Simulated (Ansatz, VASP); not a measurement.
## Au: VASP beside Ansatz

```xyz
1
Lattice="0.0000 2.0621 2.0621 2.0621 0.0000 2.0621 2.0621 2.0621 0.0000" Properties=species:S:1:pos:R:3 pbc="T T T"
Au    0.0000    0.0000    0.0000
```

Alike in both runs: task single point; functional PBEsol; k mesh 18 × 18 × 18; occupations gaussian, width 0.1 eV; no spin polarisation.

|  | VASP | Ansatz |
| --- | --- | --- |
| version | VASP 6.6.1 | Ansatz 0.2.0 |
| potentials or method | VASP PAW PBE potentials, release 64 (Au), cutoff 520 eV | scalar-relativistic, plane waves, PAW |
| valence electrons in the cell | 11 | 19 |

```csv
,VASP,Ansatz,Ansatz less VASP
gap on the k mesh at the Fermi level (eV),none,none,-
pressure (GPa),-5.0,-4.8,+0.21
```

VASP's potentials were made for PBE, not for PBEsol. A gap of «none» marks a metal or a gap that the smearing closes. The functional is the same, so the differences come from potentials, cutoffs and numerics. VASP's potentials hold 11 valence electrons a cell and Ansatz's 19, so a difference there can come from the potentials and not from the codes.

Spin-orbit coupling is off throughout.
